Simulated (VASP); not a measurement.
# NaH (R3m) in VASP: settings compared

Aim: see how the results for NaH move with the level of theory and the settings. Levels: PBE, r2SCAN, HSE06. Tasks: single point.

All numbers are computed with VASP 6.6.1; they aren't measurements. Logs are shortened: lines on timing, memory, paths and dates and some standing lists are left out, and cuts for length are marked.

**1. The cell of the first run**

It takes space group R3m (No. 160, trigonal). Conventional cell: a = 3.493 Å, b = 3.493 Å, c = 9.213 Å, α = 90.00°, β = 90.00°, γ = 120.00°. Within 2.9 Å of Na (site symmetry 3m) lie 4 H at 2.19 to 2.21 Å. H (site symmetry 3m) has 4 Na at 2.19 to 2.21 Å within 2.9 Å.

**2. Single point, PBE (epitaxial 111 strain -4.9%)**

INCAR reads:

```
PREC = Accurate
ENCUT = 520
EDIFF = 1E-7
ISMEAR = -1
SIGMA = 0.02
LREAL = False
LASPH = True
NELM = 60
ALGO = Normal
ISIF = 2
LWAVE = False
LCHARG = False
GGA = PE
NBANDS = 11
```

KPOINTS reads:

```
regular mesh
0
Gamma
  8 8 8
```

POSCAR reads:

```
NaH
1.0
    0.1261702195      2.5963615253      2.5963615253
    2.5963615253      0.1261702195      2.5963615253
    2.5963615253      2.5963615253      0.1261702195
Na H
1 1
Direct
    0.0051649356      0.0051649356      0.0051649356
    0.2448350644      0.2448350644      0.2448350644
```

Potentials or basis: VASP PAW PBE potentials, release 64 (Na_pv, H).

The run is started by

```console
$ cat potpaw_PBE.64/Na_pv/POTCAR potpaw_PBE.64/H/POTCAR > POTCAR
$ mpirun -np 1 vasp_std > vasp.out
```

OUTCAR:

```text
PREC = Accurate
   ENCUT = 520
   EDIFF = 1E-7
   ISMEAR = -1
   LREAL = False
   LASPH = True
   NELM = 60
   ISIF = 2
   GGA = PE

 ion  position               nearest neighbor table
   1  0.005  0.005  0.005-
   2  0.245  0.245  0.245-

  LATTYP: Found a trigonal (rhomboedric) cell.
 ALAT       =     3.6739767643
 COS(alpha) =     0.5479480292

  Lattice vectors:

 A1 = (   0.1261702195,   2.5963615253,   2.5963615253)
 A2 = (   2.5963615253,   0.1261702195,   2.5963615253)
 A3 = (   2.5963615253,   2.5963615253,   0.1261702195)

Analysis of symmetry for initial positions (statically):
=====================================================================
 Subroutine PRICEL returns:
 Original cell was already a primitive cell.

 Routine SETGRP: Setting up the symmetry group for a
 trigonal (rhombohedral) supercell.

 Subroutine GETGRP returns: Found  6 space group operations
 (whereof  6 operations were pure point group operations)
 out of a pool of 12 trial point group operations.

The static configuration has the point symmetry C_3v.

Analysis of symmetry for dynamics (positions and initial velocities):
=====================================================================
 Subroutine PRICEL returns:
 Original cell was already a primitive cell.

 Routine SETGRP: Setting up the symmetry group for a
 trigonal (rhombohedral) supercell.

 Subroutine GETGRP returns: Found  6 space group operations
 (whereof  6 operations were pure point group operations)
 out of a pool of 12 trial point group operations.

The dynamic configuration has the point symmetry C_3v.

 Subroutine INISYM returns: Found  6 space group operations
 (whereof  6 operations are pure point group operations),
 and found     1 'primitive' translations

----------------------------------------------------------------------------------------

                                     Primitive cell

  volume of cell :      32.4551

  direct lattice vectors                    reciprocal lattice vectors
     0.126170220  2.596361525  2.596361525    -0.207214951  0.197611994  0.197611994
     2.596361525  0.126170220  2.596361525     0.197611994 -0.207214951  0.197611994
     2.596361525  2.596361525  0.126170220     0.197611994  0.197611994 -0.207214951

  length of vectors
     3.673976764  3.673976764  3.673976764     0.347906649  0.347906649  0.347906649
[... 85 lines left out ...]
   IBRION =     -1    ionic relax: 0-MD 1-quasi-New 2-CG
   NFREE  =      0    steps in history (QN), initial steepest desc. (CG)
   ISIF   =      2    stress and relaxation
   ISYM   =      2    0-nonsym 1-usesym 2-fastsym
   POTIM  = 0.5000    time-step for ionic-motion
   TEBEG  =    0.0;   TEEND  =   0.0 temperature during run
   PSTRESS=    0.0 pullay stress
   NELECT =       8.0000    total number of electrons
   NUPDOWN=      -1.0000    fix difference up-down
   EMIN   =  10.00;   EMAX   =-10.00  energy-range for DOS
   EFERMI =   0.00;   METHOD = LEGACY
   ISMEAR =    -1;   SIGMA  =   0.02  broadening in eV -4-tet -1-fermi 0-gaus
   EFERMI_NEDOS =   21; number of points for ismear=-14 and -15
   IALGO  =     38    algorithm
   IMIX   =      4    mixing-type and parameters
     AMIX     =   0.40;   BMIX     =  1.00
     AMIX_MAG =   1.60;   BMIX_MAG =  1.00
  volume/ion in A,a.u.               =      16.23       109.51
  Fermi-wavevector in a.u.,A,eV,Ry     =   1.026465  1.939737 14.335503  1.053630
  Thomas-Fermi vector in A             =   2.160359
   LORBIT       =      0    0 simple, 1 ext, 2 COOP (PROOUT), +10 PAW based schemes
   GGA     = PE    functional components
   LHFCALC =     F    Hartree Fock is set to
   AEXX    =    0.0000 exact exchange contribution
   IVDW    =     0    specifies the selected vdW correction
   LEPSILON=     F    determine dielectric tensor
   LRPA    =     F    only Hartree local field effects (RPA)
 non-spin polarized calculation
  energy-cutoff  :      520.00
  volume of cell :       32.46
 maximum number of plane-waves:       896
   NGX = 13   NGY = 13   NGZ = 13

 number of electron       7.9999999 magnetization

 Free energy of the ion-electron system (eV)
  ---------------------------------------------------
  ext. energy  EPLUGINS =         0.00000000
  ---------------------------------------------------
  free energy    TOTEN  =        -4.96230212 eV

  energy without entropy =       -4.96230212  energy(sigma->0) =       -4.96230212

 E-fermi :  -1.2268     XC(G=0):  -7.1189

 val. band max:       -1.6535409249   @ k =  -0.2500   0.5000   0.2500
 cond. band min:       1.6477291843   @ k =   0.5000   0.5000   0.5000
 fundamental gap:      3.3012701093
 Fermi energy:        -1.2267824878

 k-point     1 :       0.0000    0.0000    0.0000
  band No.  band energies     occupation
      1     -23.5601      2.00000
      2     -23.5601      2.00000
      3     -23.5504      2.00000
      4      -4.7098      2.00000
      5       6.9078      0.00000
      6      11.1246      0.00000
      7      12.6568      0.00000
      8      12.6568      0.00000
      9      14.0443      0.00000
     10      15.6936      0.00000
     11      15.6936      0.00000
[... 309 lines left out ...]
 k-point    24 :       0.3750    0.1250    0.1250
  band No.  band energies     occupation
      1     -23.5979      2.00000
      2     -23.5663      2.00000
      3     -23.5632      2.00000
      4      -3.3759      2.00000
      5       4.0249      0.00000
      6       7.9695      0.00000
      7      11.5923      0.00000
      8      12.3134      0.00000
      9      14.1213      0.00000
     10      14.2599      0.00000
     11      17.4304      0.00000

 [... further k-points ...]

------------------------ aborting loop because EDIFF is reached ----------------------------------------

  FORCE on cell =-STRESS in cart. coord.  units (eV):
  Direction    XX          YY          ZZ          XY          YZ          ZX
  --------------------------------------------------------------------------------------
  -------------------------------------------------------------------------------------
  Total        0.3540280      0.3540280      0.3540280     -0.1524441     -0.1524441     -0.1524441
  in kB       17.4769563     17.4769563     17.4769563     -7.5255607     -7.5255607     -7.5255607
  external PRESSURE =      17.4769563 kB  Pullay stress =       0.0000000 kB

 VOLUME and BASIS-vectors are now :
 -----------------------------------------------------------------------------
  energy-cutoff  :      520.00
  volume of cell :       32.46
      direct lattice vectors                 reciprocal lattice vectors
     0.126170220  2.596361525  2.596361525    -0.207214951  0.197611994  0.197611994
     2.596361525  0.126170220  2.596361525     0.197611994 -0.207214951  0.197611994
     2.596361525  2.596361525  0.126170220     0.197611994  0.197611994 -0.207214951

 POSITION                                       TOTAL-FORCE (eV/Angst)
 -----------------------------------------------------------------------------------
      0.02747      0.02747      0.02747        -0.004352     -0.004352     -0.004352
      1.30225      1.30225      1.30225         0.004352      0.004352      0.004352
 -----------------------------------------------------------------------------------
    total drift:                               -0.000175     -0.000175     -0.000175

  FREE ENERGIE OF THE ION-ELECTRON SYSTEM (eV)
  ---------------------------------------------------
  free  energy   TOTEN  =        -4.9623021177 eV

  energy  without entropy=       -4.9623021177  energy(sigma->0) =       -4.96230212
```

stdout:

```text
POSCAR found type information on POSCAR NaH
 POSCAR found :  2 types and       2 ions
 scaLAPACK will be used
 LDA part: xc-table for (Slater+PW92), standard interpolation
 POSCAR, INCAR and KPOINTS ok, starting setup
 FFT: planning ... GRIDC
 FFT: planning ... GRID_SOFT
 FFT: planning ... GRID
 WAVECAR not read
 entering main loop
```

Run time: 39 s. Hardware: 1 thread of Intel Xeon 8259CL, shared host; peak memory 0.16 GiB.

What came out:

- Free energy: -4.9623 eV
- Pressure: 1.7 GPa
- Largest force: 0.008 eV/Å
- Band gap on the k mesh: 3.30 eV (least direct gap 4.31 eV)

Forces in eV/Å, atoms in the order of the input:
```
Na  -0.004 -0.004 -0.004
H    0.004  0.004  0.004
```

Caveat: the cell differs from its parent crystal (epitaxial 111 strain -4.9%); the structure was generated, so it needn't be the stable form of NaH.

**3. Single point, r2SCAN (epitaxial 111 strain -4.9%)**

POSCAR is that of step 2.

INCAR.step1 reads:

```
SYSTEM = NaH
  PREC = Accurate
  ENCUT = 520
  ISMEAR = 0
  SIGMA = 0.01
  LREAL = .False.
  LASPH = .True.
  NELM = 60
  NBANDS = 11
  GGA = PE
  ALGO = Normal
  EDIFF = 1E-4
  LWAVE = .True.
  LCHARG = .False.
```

INCAR.step2 reads:

```
SYSTEM = NaH
  PREC = Accurate
  ENCUT = 520
  EDIFF = 1E-6
  ISMEAR = 0
  SIGMA = 0.01
  LREAL = .False.
  LASPH = .True.
  NELM = 60
  ALGO = Normal
  ISIF = 2
  LWAVE = .False.
  LCHARG = .True.
  METAGGA = R2SCAN
  LMIXTAU = .True.
  LELF = .True.
  LVHAR = .True.
  NBANDS = 11
  ISTART = 1
```

KPOINTS reads:

```
Automatic mesh
0
Gamma
  8 8 8
  0 0 0
```

Potentials or basis: VASP PAW PBE potentials, release 64 (Na_pv, H).

The run is started by

```console
$ cat potpaw_PBE.64/Na_pv/POTCAR potpaw_PBE.64/H/POTCAR > POTCAR
$ cp INCAR.step1 INCAR
$ mpirun -np 1 vasp_std > vasp.out
$ cp INCAR.step2 INCAR
$ mpirun -np 1 vasp_std > vasp.out
```

Wall time 2.6 min (1 thread of Intel Xeon 8259CL, shared host); peak memory 0.16 GiB.

The run converged. Its results:

- Free energy: -7.4388 eV
- Pressure: 1.4 GPa
- Largest force: 0.015 eV/Å
- Band gap on the k mesh: 3.76 eV (least direct gap 4.76 eV)

Forces in eV/Å, atoms in the order of the input:
```
Na  -0.009 -0.009 -0.009
H    0.009  0.009  0.009
```

Stress tensor (GPa, compression positive):
```
 1.39 -0.76 -0.76
-0.76  1.39 -0.76
-0.76 -0.76  1.39
```

Levels at points of the mesh, in eV from the valence-band top:
| k point | band 1 | band 2 | band 3 | band 4 | band 5 | band 6 | band 7 | band 8 |
| --- | --- | --- | --- | --- | --- | --- | --- | --- |
| (0.00, 0.00, 0.00) | -22.69 | -22.69 | -22.68 | -3.01 | 9.20 | 13.24 | 14.80 | 14.80 |
| (0.50, 0.00, 0.00) | -22.75 | -22.70 | -22.68 | -0.66 | 4.22 | 11.89 | 13.05 | 13.76 |
| (0.50, 0.50, 0.00) | -22.75 | -22.71 | -22.70 | -0.08 | 5.66 | 8.10 | 10.23 | 11.35 |
| (0.50, 0.50, 0.50) | -22.73 | -22.69 | -22.69 | -1.00 | 3.76 | 12.39 | 14.23 | 14.23 |

Caveat: the cell differs from its parent crystal (epitaxial 111 strain -4.9%); the structure was generated, so it needn't be the stable form of NaH; the PAW data sets were made with another functional, which shifts forces and pressure a little.

**4. Single point, HSE06 (epitaxial 111 strain -4.9%)**

POSCAR is that of step 3.

INCAR.step1 reads:

```
PREC = Accurate ; ENCUT = 520
EDIFF = 1E-5 ; ISMEAR = 0
SIGMA = 0.01 ; LREAL = False
LASPH = True ; NELM = 80
ALGO = Normal ; ISIF = 2
LWAVE = True ; GGA = PE
NBANDS = 11
```

INCAR.step2 reads:

```
PREC = Accurate ; ENCUT = 520
EDIFF = 1E-6 ; ISMEAR = 0
SIGMA = 0.01 ; LREAL = False
LASPH = True ; NELM = 80
ALGO = Normal ; ISIF = 2
LWAVE = False ; LCHARG = True
GGA = PE ; LHFCALC = True
HFSCREEN = 0.2079 ; PRECFOCK = Normal
LELF = True ; LVHAR = True
ISTART = 1 ; NBANDS = 11
```

KPOINTS reads:

```
regular mesh
0
Gamma
  6 6 6
```

The run is started by

```console
$ cat potpaw_PBE.64/Na_pv/POTCAR potpaw_PBE.64/H/POTCAR > POTCAR
$ cp INCAR.step1 INCAR
$ mpirun -np 1 vasp_std > vasp.out
$ cp INCAR.step2 INCAR
$ mpirun -np 1 vasp_std > vasp.out
```

Run time: 31 min. Hardware: 1 thread of Intel Xeon 8259CL, shared host; peak memory 0.27 GiB.

Results (log left out):

```yaml
Free_energy: -5.6288 eV
Pressure: 1.6 GPa
Largest_force: 0.010 eV/Å
Band_gap_on_the_k_mesh: 4.34 eV (least direct gap 5.42 eV)
```

Forces on the atoms (eV/Å):
```
Na  -0.006 -0.006 -0.006
H    0.006  0.006  0.006
```

Stress tensor (GPa, compression positive):
```
 1.56 -0.77 -0.77
-0.77  1.56 -0.77
-0.77 -0.77  1.56
```

Levels at points of the mesh, in eV from the valence-band top:
```csv
k point,band 1,band 2,band 3,band 4,band 5,band 6,band 7,band 8
"(0.00, 0.00, 0.00)",-24.14,-24.14,-24.13,-3.28,9.93,14.20,15.78,15.78
"(0.50, 0.00, 0.00)",-24.20,-24.15,-24.13,-0.70,4.82,12.42,13.89,14.63
"(0.50, 0.50, 0.00)",-24.20,-24.16,-24.15,-0.07,6.25,8.83,10.90,12.03
"(0.50, 0.50, 0.50)",-24.18,-24.14,-24.14,-1.08,4.34,12.91,15.10,15.10
```

Caveat: the cell differs from its parent crystal (epitaxial 111 strain -4.9%); the structure was generated, so it needn't be the stable form of NaH; the PAW data sets were made with another functional, which shifts forces and pressure a little. A k mesh can miss the band edges.

**5. The runs side by side**

```tsv
level	k mesh	smearing	grid for exact exchange (PRECFOCK)	share of exact exchange	screening parameter	gap on the mesh (eV)	pressure (GPa)	largest force (eV/Å)
PBE	8 × 8 × 8	fermi-dirac 0.02 eV	-	-	-	3.30	1.7	0.01
r2SCAN	8 × 8 × 8	gaussian 0.01 eV	-	-	-	3.76	1.4	0.01
HSE06	6 × 6 × 6	gaussian 0.01 eV	Normal	0.25	0.2079 1/Å	4.34	1.6	0.01
```

Alike in all rows: task single point; potentials or basis VASP PAW PBE potentials, release 64 (Na_pv, H); no spin polarisation; cell as given; cutoff (eV) 520.

Caveats: the structure was generated, so it needn't be the stable form of NaH; the PAW data sets were made with another functional, which shifts forces and pressure a little (at least some runs).

Absolute energies hang on the potentials; compare differences alone.
